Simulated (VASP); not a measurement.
# Cu16NO in VASP: a series of runs

Cu16NO is run at these levels: PBEsol; tasks: single point.

All numbers are computed with VASP 6.6.1; they aren't measurements. Logs are shortened: lines on timing, memory, paths and dates and some standing lists are left out, and cuts for length are marked.

### Step 1. The cell of the first run

The cell holds a slab with vacuum, 18 atoms: a = 5.105 Å, b = 5.105 Å, c = 17.253 Å, α = 90.00°, β = 90.00°, γ = 60.00°.

### Step 2. Single point, PBEsol

The input, INCAR:

```
SYSTEM = Cu16NO
PREC = Accurate
ENCUT = 520
EDIFF = 1E-7
ISMEAR = -1
SIGMA = 0.1
LREAL = Auto
LASPH = .TRUE.
NELM = 60
ALGO = Normal
ISIF = 2
LWAVE = .FALSE.
LCHARG = .FALSE.
GGA = PS
NBANDS = 108
```

The input, KPOINTS:

```
regular mesh
0
G
  3 3 1
  0 0 0
```

The input, POSCAR:

```
Cu16NO
1.0
    5.1053110000      0.0000000000      0.0000000000
    2.5526550000      4.4213290000      0.0000000000
    0.0000000000      0.0000000000     17.2527030000
Cu N O
16 1 1
Direct
    0.0000000000      0.0000000000      0.0579619321
    0.5000087164      0.0000000000      0.0579619321
   -0.0000094012      0.5000080293      0.0579619321
    0.4999993152      0.5000080293      0.0579619321
    0.1534777044      0.1459063553      0.1747784101
    0.6600096642      0.1299609235      0.1845855690
    0.1855002865      0.6364602137      0.1709065530
    0.7149783663      0.6078036717      0.1742973260
   -0.1682319264      0.3052023498      0.2870738574
    0.2948496570      0.2957707965      0.3038596329
   -0.1342658384      0.8145514618      0.3037726900
    0.3338744678      0.7932004155      0.2847785648
   -0.0362045022      0.0471803840      0.4167926614
    0.4657281204      0.0130503747      0.4151697273
   -0.0039179900      0.5451980615      0.4274576569
    0.5075038736      0.4869576546      0.3913299846
    0.0669893865      0.2394755061      0.4967395544
    0.1154538165      0.2073810838      0.5634015725
```

Potentials or basis: VASP PAW PBE potentials, release 64 (Cu, N, O).

Run with:

```bash
cat potpaw_PBE.64/Cu/POTCAR potpaw_PBE.64/N/POTCAR potpaw_PBE.64/O/POTCAR > POTCAR
mpirun -np 1 vasp_std > vasp.out
```

OUTCAR:

```text
SYSTEM = Cu16NO
   PREC = Accurate
   ENCUT = 520
   EDIFF = 1E-7
   ISMEAR = -1
   LREAL = Auto
   LASPH = .TRUE.
   NELM = 60
   ISIF = 2
   GGA = PS

 ion  position               nearest neighbor table
   1  0.000  0.000  0.058-   5 2.41   7 2.53   2 2.55   4 2.55   3 2.55   3 2.55   4 2.55   2 2.55
                             6 2.66
   2  0.500  0.000  0.058-   6 2.53   5 2.54   3 2.55   1 2.55   4 2.55   4 2.55   1 2.55   3 2.55
                             8 2.65
   3  1.000  0.500  0.058-   8 2.38   7 2.42   2 2.55   4 2.55   1 2.55   1 2.55   4 2.55   2 2.55
                             5 2.55
   4  0.500  0.500  0.058-   7 2.40   8 2.48   3 2.55   1 2.55   2 2.55   2 2.55   1 2.55   3 2.55
                             6 2.73
   5  0.153  0.146  0.175-   8 2.30   9 2.40   1 2.41  12 2.46   7 2.52   2 2.54   6 2.55   3 2.55
                             6 2.57  10 2.57   7 2.59
   6  0.660  0.130  0.185-   9 2.34  11 2.50   7 2.52   2 2.53   8 2.54   5 2.55   5 2.57   8 2.60
                             7 2.62  10 2.62   1 2.66   4 2.73
   7  0.186  0.636  0.171-  12 2.38   4 2.40   3 2.42   8 2.48   6 2.52   5 2.52   1 2.53   5 2.59
                             6 2.62   8 2.63  11 2.69  10 2.76
   8  0.715  0.608  0.174-   5 2.30   9 2.37   3 2.38   4 2.48   7 2.48   6 2.54  12 2.54   6 2.60
                             7 2.63   2 2.65  11 2.74
   9  0.832  0.305  0.287-  16 2.30   6 2.34  10 2.36   8 2.37   5 2.40  11 2.44  13 2.51  12 2.52
                            12 2.59  11 2.71  10 2.78
  10  0.295  0.296  0.304-  14 2.30  16 2.34   9 2.36  11 2.45  12 2.49  15 2.56   5 2.57   6 2.62
                            12 2.67  11 2.71   7 2.76   9 2.78
  11  0.866  0.815  0.304-  12 2.36   9 2.44  15 2.44  10 2.45  13 2.46   6 2.50  14 2.61   7 2.69
                             9 2.71  10 2.71   8 2.74  12 2.79
[... 4 lines left out ...]
  14  0.466  0.013  0.415-  17 2.26  10 2.30  13 2.48  16 2.57  15 2.57  15 2.58  11 2.61  16 2.62
                            13 2.63  12 2.74
  15  0.996  0.545  0.427-  17 1.85  11 2.44  13 2.49  16 2.55  10 2.56  14 2.57  14 2.58  13 2.64
                            16 2.73
  16  0.508  0.487  0.391-  12 2.29   9 2.30  13 2.33  10 2.34  15 2.55  14 2.57  14 2.62  15 2.73

  17  0.067  0.239  0.497-  18 1.17  15 1.85  13 1.91  14 2.26
  18  0.115  0.207  0.563-  17 1.17

  LATTYP: Found a hexagonal cell.
 ALAT       =     5.1053107325
 C/A-ratio  =     3.3793639416

  Lattice vectors:

 A1 = (  -2.5526550000,  -4.4213290000,   0.0000000000)
 A2 = (   5.1053110000,   0.0000000000,   0.0000000000)
 A3 = (   0.0000000000,   0.0000000000,  17.2527030000)

Analysis of symmetry for initial positions (statically):
=====================================================================
 Subroutine PRICEL returns:
 Original cell was already a primitive cell.

 Routine SETGRP: Setting up the symmetry group for a
 hexagonal supercell.

 Subroutine GETGRP returns: Found  1 space group operations
 (whereof  1 operations were pure point group operations)
 out of a pool of 24 trial point group operations.

The static configuration has the point symmetry C_1 .

Analysis of symmetry for dynamics (positions and initial velocities):
=====================================================================
 Subroutine PRICEL returns:
 Original cell was already a primitive cell.

 Routine SETGRP: Setting up the symmetry group for a
 hexagonal supercell.

 Subroutine GETGRP returns: Found  1 space group operations
 (whereof  1 operations were pure point group operations)
 out of a pool of 24 trial point group operations.

The dynamic configuration has the point symmetry C_1 .

 Subroutine INISYM returns: Found  1 space group operations
 (whereof  1 operations are pure point group operations),
 and found     1 'primitive' translations

----------------------------------------------------------------------------------------

                                     Primitive cell

  volume of cell :     389.4325

  direct lattice vectors                    reciprocal lattice vectors
     5.105311000  0.000000000  0.000000000     0.195874453 -0.113088147  0.000000000
     2.552655000  4.421329000  0.000000000     0.000000000  0.226176337  0.000000000
     0.000000000  0.000000000 17.252703000     0.000000000  0.000000000  0.057961932

  length of vectors
     5.105311000  5.105310732 17.252703000     0.226176326  0.226176337  0.057961932

  position of ions in fractional coordinates (direct lattice)
     0.000000000  0.000000000  0.057961932
     0.500008716  0.000000000  0.057961932
     0.999990599  0.500008029  0.057961932
     0.499999315  0.500008029  0.057961932
     0.153477704  0.145906355  0.174778410
     0.660009664  0.129960924  0.184585569
[... 10 lines left out ...]
     0.066989386  0.239475506  0.496739554
     0.115453817  0.207381084  0.563401572

  ion indices of the primitive-cell ions
   primitive index   ion index
                 1           1
                 2           2
                 3           3
                 4           4
                 5           5
                 6           6
[... 10 lines left out ...]
                17          17
                18          18

----------------------------------------------------------------------------------------

 KPOINTS: regular mesh

Automatic generation of k-mesh.
 Grid dimensions read from file:
 generate k-points for:    3    3    1

 Generating k-lattice:

  Cartesian coordinates                     Fractional coordinates (reciprocal lattice)
     0.065291484 -0.037696049  0.000000000     0.333333333  0.000000000  0.000000000
     0.000000000  0.075392112  0.000000000     0.000000000  0.333333333  0.000000000
     0.000000000  0.000000000  0.057961932     0.000000000  0.000000000  1.000000000

  Length of vectors
     0.075392109  0.075392112  0.057961932

  Shift w.r.t. Gamma in fractional coordinates (k-lattice)
     0.000000000  0.000000000  0.000000000

 Subroutine IBZKPT returns following result:
 ===========================================

 Found      5 irreducible k-points:

 Following reciprocal coordinates:
            Coordinates               Weight
  0.000000  0.000000  0.000000      1.000000
  0.333333 -0.000000  0.000000      2.000000
  0.333333  0.333333  0.000000      2.000000
  0.000000  0.333333  0.000000      2.000000
 -0.333333  0.333333  0.000000      2.000000
   k-points           NKPTS =      5   k-points in BZ     NKDIM =      5   number of bands    NBANDS=    108
   number of dos      NEDOS =    301   number of ions     NIONS =     18
   total plane-waves  NPLWV = 204800
   dimension x,y,z NGX =    40 NGY =   40 NGZ =  128
   dimension x,y,z NGXF=    80 NGYF=   80 NGZF=  256
   ions per type =              16   1   1
   NGX,Y,Z   is equivalent  to a cutoff of  13.03, 13.03, 12.33 a.u.
   NGXF,Y,Z  is equivalent  to a cutoff of  26.05, 26.05, 24.67 a.u.
 SYSTEM =  Cu16NO
   PREC   = accura    normal or accurate (medium, high low for compatibility)
   ISTART =      0    job   : 0-new  1-cont  2-samecut
   ICHARG =      2    charge: 1-file 2-atom 10-const
   ISPIN  =      1    spin polarized calculation?
   LNONCOLLINEAR =      F non collinear calculations
   LSORBIT =      F    spin-orbit coupling
   LASPH  =      T    aspherical Exc in radial PAW
   ENCUT  =  520.0 eV  38.22 Ry    6.18 a.u.   9.49  9.49 32.08*2*pi/ulx,y,z
   NELM   =     60;   NELMIN=  2; NELMDL= -5     # of ELM steps
   EDIFF  = 0.1E-06   stopping-criterion for ELM
   LREAL  =      T    real-space projection
   EDIFFG = 0.1E-05   stopping-criterion for IOM
   NSW    =      0    number of steps for IOM
   IBRION =     -1    ionic relax: 0-MD 1-quasi-New 2-CG
   NFREE  =      0    steps in history (QN), initial steepest desc. (CG)
   ISIF   =      2    stress and relaxation
   ISYM   =      2    0-nonsym 1-usesym 2-fastsym
   POTIM  = 0.5000    time-step for ionic-motion
   TEBEG  =    0.0;   TEEND  =   0.0 temperature during run
   PSTRESS=    0.0 pullay stress
   NELECT =     187.0000    total number of electrons
   NUPDOWN=      -1.0000    fix difference up-down
   EMIN   =  10.00;   EMAX   =-10.00  energy-range for DOS
   EFERMI =   0.00;   METHOD = LEGACY
   ISMEAR =    -1;   SIGMA  =   0.10  broadening in eV -4-tet -1-fermi 0-gaus
   EFERMI_NEDOS =   21; number of points for ismear=-14 and -15
   IALGO  =     38    algorithm
   IMIX   =      4    mixing-type and parameters
     AMIX     =   0.40;   BMIX     =  1.00
     AMIX_MAG =   1.60;   BMIX_MAG =  1.00
  volume/ion in A,a.u.               =      21.64       146.00
  Fermi-wavevector in a.u.,A,eV,Ry     =   1.281970  2.422573 22.360466  1.643448
  Thomas-Fermi vector in A             =   2.414309
   LORBIT       =      0    0 simple, 1 ext, 2 COOP (PROOUT), +10 PAW based schemes
   GGA     = PS    functional components
   LHFCALC =     F    Hartree Fock is set to
   AEXX    =    0.0000 exact exchange contribution
   IVDW    =     0    specifies the selected vdW correction
   LEPSILON=     F    determine dielectric tensor
   LRPA    =     F    only Hartree local field effects (RPA)
 non-spin polarized calculation
  energy-cutoff  :      520.00
  volume of cell :      389.43
 maximum number of plane-waves:     10529
 NGX is ok and might be reduce to    40
   NGX = 19   NGY = 19   NGZ = 65

 number of electron     187.0000028 magnetization

 Free energy of the ion-electron system (eV)
  ---------------------------------------------------
  ext. energy  EPLUGINS =         0.00000000
  ---------------------------------------------------
  free energy    TOTEN  =       -76.98271646 eV

  energy without entropy =      -76.70171000  energy(sigma->0) =      -76.84221323

 E-fermi :   1.5163     XC(G=0):  -7.6663

 val. band max:        1.5110998446   @ k =   0.0000   0.3333   0.0000
 cond. band min:       1.5347295364   @ k =   0.3333   0.3333   0.0000
 fundamental gap:      0.0236296917
 Fermi energy:         1.5162872823

 k-point     1 :       0.0000    0.0000    0.0000
  band No.  band energies     occupation
      1     -24.5003      2.00000
      2     -11.7977      2.00000
      3      -7.6054      2.00000
      4      -7.0773      2.00000
      5      -6.7155      2.00000
      6      -6.4855      2.00000
[... 529 lines left out ...]
    104       5.4908      0.00000
    105       5.8484      0.00000
 [bands above 105 left out]

------------------------ aborting loop because EDIFF is reached ----------------------------------------

  FORCE on cell =-STRESS in cart. coord.  units (eV):
  Direction    XX          YY          ZZ          XY          YZ          ZX
  --------------------------------------------------------------------------------------
  -------------------------------------------------------------------------------------
  Total       -3.9907835     -2.7202625      6.7811616     -0.7838611     -2.5384891      1.4796282
  in kB      -16.4186167    -11.1915235     27.8986056     -3.2249093    -10.4436834      6.0873881
  external PRESSURE =       0.0961551 kB  Pullay stress =       0.0000000 kB

 VOLUME and BASIS-vectors are now :
 -----------------------------------------------------------------------------
  energy-cutoff  :      520.00
  volume of cell :      389.43
      direct lattice vectors                 reciprocal lattice vectors
     5.105311000  0.000000000  0.000000000     0.195874453 -0.113088147  0.000000000
     2.552655000  4.421329000  0.000000000     0.000000000  0.226176337  0.000000000
     0.000000000  0.000000000 17.252703000     0.000000000  0.000000000  0.057961932

 POSITION                                       TOTAL-FORCE (eV/Angst)
 -----------------------------------------------------------------------------------
      0.00000      0.00000      1.00000        -0.202336     -0.000510      0.004917
      2.55270      0.00000      1.00000         0.012507     -0.083001      0.293055
      6.38161      2.21070      1.00000         0.031582     -0.168173     -0.416713
      3.82900      2.21070      1.00000         0.092498     -0.212103     -0.074594
      1.15600      0.64510      3.01540         0.844264     -0.729272     -0.073999
      3.70130      0.57460      3.18460        -0.264743     -0.113377     -0.626952
[... 10 lines left out ...]
      0.95330      1.05880      8.57010        -0.100035     -0.139239     -3.097439
      1.11880      0.91690      9.72020         0.261321     -0.364069      3.347597
 -----------------------------------------------------------------------------------
    total drift:                               -0.003822      0.002035     -0.003777

  FREE ENERGIE OF THE ION-ELECTRON SYSTEM (eV)
  ---------------------------------------------------
  free  energy   TOTEN  =       -76.9827164598 eV

  energy  without entropy=      -76.7017099969  energy(sigma->0) =      -76.84221323
```

Wall time 16 min (1 thread of Intel Xeon 6975P-C, shared host); peak memory 0.55 GiB.

Results:

| Item | Value |
| --- | --- |
| Free energy | -76.9827 eV |
| Largest force | 3.377 eV/Å |

Forces on the atoms (eV/Å):
```
Cu  -0.202 -0.001  0.005
Cu   0.013 -0.083  0.293
Cu   0.032 -0.168 -0.417
Cu   0.092 -0.212 -0.075
Cu   0.844 -0.729 -0.074
Cu  -0.265 -0.113 -0.627
Cu  -0.154  0.000  0.502
Cu  -0.754  1.381  0.206
Cu   0.219  0.133  0.300
Cu   0.531  0.162 -1.465
Cu  -1.188 -0.151 -0.129
Cu   0.758  0.600 -0.066
Cu   0.140 -0.923 -0.022
Cu   0.395 -0.682  0.337
Cu  -0.211  0.356 -0.555
Cu  -0.411  0.933  1.538
N   -0.100 -0.139 -3.097
O    0.261 -0.364  3.348
```

Caveat: the k points lie up to 0.47 Å⁻¹ apart; the standard files for N, O and F lose accuracy on very short bonds; the PAW data sets were made with another functional, which shifts forces and pressure a little; an odd number of electrons without spin polarisation forces a metal; a magnetic or distorted state may lie lower. With open d or f shells a metallic result of PBEsol can be an artefact of self-interaction; +U or a hybrid may open a gap.

### Step 3. Single point, PBEsol

The input, INCAR:

```
SYSTEM = Cu16NO
PREC = Accurate ; ENCUT = 520
EDIFF = 1E-7 ; ISMEAR = -1
SIGMA = 0.1 ; LREAL = Auto
LASPH = .True. ; NELM = 60
ALGO = Normal ; ISIF = 2
LWAVE = .False. ; LCHARG = .False.
GGA = PS ; NBANDS = 108
```

The input, KPOINTS:

```
Automatic mesh
0
Gamma
  3 3 1
  0 0 0
```

The input, POSCAR:

```
Cu16NO
1.0
    5.1053110000      0.0000000000      0.0000000000
    2.5526550000      4.4213290000      0.0000000000
    0.0000000000      0.0000000000     17.2527030000
Cu N O
16 1 1
Direct
    0.0000000000      0.0000000000      0.0579619321
    0.5000087164      0.0000000000      0.0579619321
   -0.0000094012      0.5000080293      0.0579619321
    0.4999993152      0.5000080293      0.0579619321
    0.1402353012      0.1412471228      0.1708601835
    0.6529584298      0.1435541214      0.1848116205
    0.1772189865      0.6536496153      0.1693589694
    0.7115622195      0.6251740144      0.1720831802
   -0.1696166759      0.3013121168      0.2860711159
    0.2868880637      0.2959065023      0.3042537740
   -0.1351527245      0.8068840839      0.3057028223
    0.3204943284      0.8044866148      0.2854914966
   -0.0358451572      0.0431318276      0.4152740588
    0.4848271561     -0.0046592326      0.4154711294
    0.0046860307      0.5496537353      0.4282343468
    0.4856500397      0.5060243198      0.3914401123
    0.0848724646      0.2035134685      0.4923866133
    0.1207049622      0.2190517828      0.5613207391
```

Potentials or basis: VASP PAW PBE potentials, release 64 (Cu, N, O).

Run with:

```bash
cat potpaw_PBE.64/Cu/POTCAR potpaw_PBE.64/N/POTCAR potpaw_PBE.64/O/POTCAR > POTCAR
mpirun -np 1 vasp_std > vasp.out
```

It took 15 min on 1 thread of Intel Xeon 6975P-C, shared host; peak memory 0.55 GiB.

The run converged. Its results:

```yaml
Free_energy: -76.9940 eV
Largest_force: 1.520 eV/Å
```

Forces in eV/Å, atoms in the order of the input:
```
Cu  -0.400 -0.016 -0.475
Cu   0.034 -0.020  0.234
Cu   0.105 -0.191 -0.573
Cu   0.082 -0.237 -0.082
Cu   1.348 -0.071  0.489
Cu  -0.660 -0.149 -0.729
Cu  -0.257 -0.516  0.671
Cu  -0.861  1.007  0.686
Cu  -0.056  0.571  0.518
Cu   0.784 -0.024 -1.302
Cu  -1.254  0.160 -0.549
Cu   0.922  0.364 -0.462
Cu  -0.085 -0.496 -0.251
Cu   0.045 -0.035  0.305
Cu  -0.603 -0.484 -0.080
Cu   0.228  0.046  1.351
N    0.841  0.263 -0.006
O   -0.212 -0.172  0.254
```

Levels at points of the mesh, in eV from the Fermi level:
| k point | band 91 | band 92 | band 93 | band 94 | band 95 | band 96 | band 97 | band 98 |
| --- | --- | --- | --- | --- | --- | --- | --- | --- |
| (0.00, 0.00, 0.00) | -0.32 | -0.13 | 0.01 | 0.15 | 0.49 | 0.75 | 0.88 | 0.93 |

Caveat: the k points lie up to 0.47 Å⁻¹ apart; the standard files for N, O and F lose accuracy on very short bonds; the PAW data sets were made with another functional, which shifts forces and pressure a little; an odd number of electrons without spin polarisation forces a metal; a magnetic or distorted state may lie lower. With open d or f shells a metallic result of PBEsol can be an artefact of self-interaction; +U or a hybrid may open a gap.

### Step 4. Single point, PBEsol

The input, INCAR:

```
SYSTEM = Cu16NO
PREC = Accurate
ENCUT = 520
EDIFF = 1E-6
ISMEAR = -1
SIGMA = 0.1
LREAL = Auto
LASPH = .TRUE.
NELM = 80
ALGO = Normal
ISIF = 2
LWAVE = .FALSE.
LCHARG = .FALSE.
GGA = PS
NBANDS = 108
```

The input, KPOINTS:

```
Automatic mesh
0
G
  3 3 1
  0 0 0
```

The input, POSCAR:

```
Cu16NO
1.0
    5.1053110000      0.0000000000      0.0000000000
    2.5526550000      4.4213290000      0.0000000000
    0.0000000000      0.0000000000     17.2527030000
Cu N O
16 1 1
Direct
    0.0000000000      0.0000000000      0.0579619321
    0.5000087164      0.0000000000      0.0579619321
   -0.0000094012      0.5000080293      0.0579619321
    0.4999993152      0.5000080293      0.0579619321
    0.1279467955      0.1606530525      0.1690923445
    0.6633487650      0.1396186531      0.1866606062
    0.1759256059      0.6614074637      0.1673534866
    0.7015008544      0.6358947728      0.1729931826
   -0.1645051214      0.3074641132      0.2842742960
    0.2795241704      0.2891664475      0.3059114853
   -0.1452655446      0.8161799314      0.3067461371
    0.3286209432      0.8103671995      0.2886678105
   -0.0546364624      0.0537621154      0.4125266632
    0.5025317858     -0.0123718457      0.4080404097
   -0.0025042288      0.5439767093      0.4322742935
    0.4844632667      0.5066349959      0.3946396110
    0.1136562229      0.1994196768      0.4867643059
    0.1410799353      0.2346353325      0.5549217418
```

Run with:

```bash
cat potpaw_PBE.64/Cu/POTCAR potpaw_PBE.64/N/POTCAR potpaw_PBE.64/O/POTCAR > POTCAR
mpirun -np 1 vasp_std > vasp.out
```

It took 15 min on 1 thread of Intel Xeon 6975P-C, shared host; peak memory 0.55 GiB.

Results (log left out):

```yaml
Free_energy: -76.6015 eV
Largest_force: 2.384 eV/Å
```

Forces on the atoms (eV/Å):
```
Cu  -0.408  0.023 -0.631
Cu   0.046  0.013  0.270
Cu   0.035 -0.076 -0.629
Cu   0.141 -0.272 -0.114
Cu   1.592 -0.529  0.641
Cu  -1.065  0.017 -0.971
Cu  -0.137 -0.522  1.151
Cu  -0.779  1.080  0.477
Cu  -0.664  0.720  0.933
Cu   1.461  1.052 -1.563
Cu  -0.541 -0.407 -0.989
Cu   0.194 -0.061 -0.916
Cu   0.814 -0.649  0.403
Cu  -0.586 -0.070  1.463
Cu  -0.111  0.621 -1.132
Cu  -0.097  0.157  0.832
N    0.149 -0.791 -0.404
O   -0.045 -0.304  1.177
```

Levels at points of the mesh, in eV from the Fermi level:
| k point | band 90 | band 91 | band 92 | band 93 | band 94 | band 95 | band 96 | band 97 | band 98 | band 99 |
| --- | --- | --- | --- | --- | --- | --- | --- | --- | --- | --- |
| (0.00, 0.00, 0.00) | -0.43 | -0.33 | -0.13 | -0.02 | 0.15 | 0.50 | 0.80 | 0.85 | 0.94 | 1.25 |

Caveat: the k points lie up to 0.47 Å⁻¹ apart; the standard files for N, O and F lose accuracy on very short bonds; the PAW data sets were made with another functional, which shifts forces and pressure a little; an odd number of electrons without spin polarisation forces a metal; a magnetic or distorted state may lie lower.
